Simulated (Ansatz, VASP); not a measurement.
## PbS: VASP beside Ansatz

```
Pb S
1.0
     0.00000    3.02059    3.02059
     2.96500    0.05559    2.96500
     2.96500    2.96500    0.05559
Pb S
1 1
Direct
  0.00000 0.00000 0.00000
  0.50000 0.50000 0.50000
```

Change from the starting cell: strain +0.0375 x Voigt [0, 0, 0, 1, 0, 0], atoms carried along.

Alike in both runs: task single point; functional r2SCAN; k mesh 8 × 8 × 8; occupations gaussian, width 0.05 eV; no spin polarisation.

|  | VASP | Ansatz |
| --- | --- | --- |
| version | VASP 6.6.1 | Ansatz 0.2.0 |
| potentials or method | VASP PAW PBE potentials, release 64 (Pb_d, S), cutoff 520 eV | scalar-relativistic, plane waves, PAW |
| valence electrons in the cell | 20 | 20 |

Ansatz gave:

```
gap on the k mesh at the Fermi level (eV)                     : 0.41
least direct gap on the mesh (eV)                             : 0.57
pressure (GPa)                                                : 1.4
traceless stress, the component that is largest in VASP (GPa) : -0.76
```

Q: Estimate VASP's values.

A: gap on the k mesh at the Fermi level (eV): 0.42; least direct gap on the mesh (eV): 0.58; pressure (GPa): 1.3; traceless stress, the component that is largest in VASP (GPa): -0.76.

VASP's potentials were made for PBE, not for r2SCAN.

Neither program's run includes spin-orbit coupling.
